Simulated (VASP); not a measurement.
Set up this calculation in VASP 6.6.1, as the native input.

* Task: single point
* Functional: PBEsol
* Potentials or basis: VASP PAW PBE potentials, release 64 (I, Hf_pv, Zn)
* Cutoff: 520 eV
* k mesh: 3 × 3 × 3
* Occupations: gaussian, width 0.1055 eV
* Spin: no spin polarisation
* Dipole correction: no
* Further INCAR settings: ALGO = Normal; EDIFF = 1e-07; NBANDS = 48

The structure of HfZn2I6 lies in POSCAR:

```
HfZn2I6
1.0
    0.0000000000      5.4212790000      5.4212790000
    5.4212790000      0.0000000000      5.4212790000
    5.4212790000      5.4212790000      0.0000000000
I Hf Zn
6 1 2
Direct
    0.7563000000      0.2437000000      0.2437000000
    0.2437000000      0.7563000000      0.2437000000
    0.2437000000      0.7563000000      0.7563000000
    0.7563000000      0.2437000000      0.7563000000
    0.2437000000      0.2437000000      0.7563000000
    0.7563000000      0.7563000000      0.2437000000
    0.0000000000      0.0000000000      0.0000000000
    0.2500000000      0.2500000000      0.2500000000
    0.7500000000      0.7500000000      0.7500000000
```

One way to write it, as run:

INCAR

```
PREC = Accurate
ENCUT = 520
EDIFF = 1E-7
ISMEAR = 0
SIGMA = 0.1055
LREAL = False
LASPH = True
NELM = 100
ALGO = Normal
ISIF = 2
LWAVE = False
LCHARG = True
GGA = PS
LELF = True
LVHAR = True
NBANDS = 48
```

KPOINTS

```
regular mesh
0
Gamma
  3 3 3
```

Potentials or basis: VASP PAW PBE potentials, release 64 (I, Hf_pv, Zn).

The run is started by

```console
$ cat potpaw_PBE.64/I/POTCAR potpaw_PBE.64/Hf_pv/POTCAR potpaw_PBE.64/Zn/POTCAR > POTCAR
$ mpirun -np 1 vasp_std > vasp.out
```

Results of the run:

```json
{
  "Pressure": "4.2 GPa",
  "Largest force": "1.889 eV/Å",
  "Band gap on the k mesh": "zero (bands 38 and 39 overlap by 0.34 eV)"
}
```

Caveat: the cell stands under pressure; the PAW data sets were made with another functional, which shifts forces and pressure a little; spin-orbit coupling is left out, which moves the levels of the heavy elements.

Run time: 3.4 min on 1 thread of Intel Xeon 8259CL, on a shared host, peak memory 0.53 GiB.
